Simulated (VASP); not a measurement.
SnO2:

```
Sn O
1.0
     4.78800    0.00000    0.00000
     0.00000    4.86658    0.00000
     0.00000    0.00000    3.24090
Sn O
2 4
Direct
  0.50000 0.50000 0.50000
  0.00000 0.00000 0.00000
  0.29185 0.32104 0.00000
  0.79185 0.17896 0.50000
  0.20814 0.82104 0.50000
  0.70815 0.67896 0.00000
```

Base run:

```yaml
Program: VASP 6.6.1
Functional: LDA
Potentials_or_basis: VASP PAW LDA potentials, release 64 (Sn_d, O)
Cutoff: 520 eV
k_mesh: 6 × 4 × 6
Occupations: gaussian, width 0.01 eV
Spin: no spin polarisation
```

Its results: band gap on the k mesh 0.70 eV, direct; pressure -10.4 GPa; largest force 0.151 eV/Å.

The run is repeated on the same cell with these changes: functional from LDA to BLYP; potentials or basis from VASP PAW LDA potentials, release 64 (Sn_d, O) to VASP PAW PBE potentials, release 64 (Sn_d, O). What comes out?

Band gap on the k mesh 0.86 eV, direct; pressure 5.5 GPa; largest force 0.091 eV/Å.

Caveats: spin-orbit coupling is left out, which moves the levels of the heavy elements; the PAW data sets were made with another functional, which shifts forces and pressure a little (some runs).

